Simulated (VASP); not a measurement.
CoO, 2 atoms in the cell. The structure is tetragonal, space group I4/mmm (No. 139). Conventional cell: a = 2.975 Å, b = 2.975 Å, c = 4.158 Å, α = 90.00°, β = 90.00°, γ = 90.00°. Co (site symmetry 4/mmm) has 6 O at 2.08 to 2.10 Å within 2.8 Å. O (site symmetry 4/mmm) has 6 Co at 2.08 to 2.10 Å within 2.8 Å. 

- Program: VASP 6.6.1
- Task: single point
- Functional: PBE
- Potentials or basis: VASP PAW PBE potentials, release 64 (Co_sv, O)
- Cutoff: 700 eV
- k mesh: 12 × 12 × 12
- Occupations: fermi-dirac, width 0.05 eV
- Spin: collinear spin, ferromagnetic start
- Starting moments: [2.0, 0.0] μB
- Dipole correction: no
- Further INCAR settings: ALGO = Normal; EDIFF = 1e-06; NBANDS = 22

Potentials or basis: VASP PAW PBE potentials, release 64 (Co_sv, O).

Command:

```bash
$ cat potpaw_PBE.64/Co_sv/POTCAR potpaw_PBE.64/O/POTCAR > POTCAR
$ mpirun -np 1 vasp_std > vasp.out
```

Hardware: 1 thread of Intel(R) Xeon(R) Platinum 8488C (Sapphire Rapids), on a shared host.

Question: Estimate the wall time of this run.

Answer: It took 3 min on 1 thread of Intel(R) Xeon(R) Platinum 8488C (Sapphire Rapids), with other jobs on the host, peak memory 0.28 GiB. Counts: scf iterations 18, k points 163.
